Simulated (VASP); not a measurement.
A run of VASP 6.6.1 is set up as follows.

File INCAR:

```
SYSTEM = Bi
  PREC = Accurate
  ENCUT = 500
  EDIFF = 1E-6
  ISMEAR = -1
  SIGMA = 0.1
  LREAL = .FALSE.
  LASPH = .TRUE.
  NELM = 120
  ALGO = Normal
  ISIF = 2
  LWAVE = .FALSE.
  LCHARG = .TRUE.
  GGA = CA
  LELF = .TRUE.
  LVHAR = .TRUE.
  NBANDS = 14
  GGA_COMPAT = .FALSE.
```

The input KPOINTS:

```
regular mesh
0
G
  14 14 14
  0 0 0
```

The input POSCAR:

```
Bi
1.0
    0.0000000000      1.8080247508      1.8080247508
    1.8080247508      0.0000000000      1.8080247508
    1.8080247508      1.8080247508      0.0000000000
Bi
1
Direct
    0.0000000000      0.0000000000      0.0000000000
```

Potentials or basis: VASP PAW LDA potentials, release 64 (Bi_d).

The run is started by

```sh
$ cat potpaw_LDA.64/Bi_d/POTCAR > POTCAR
$ mpirun -np 1 vasp_std > vasp.out
```

(1) Predict the pressure.

## Answers

(1) 495.3 GPa.
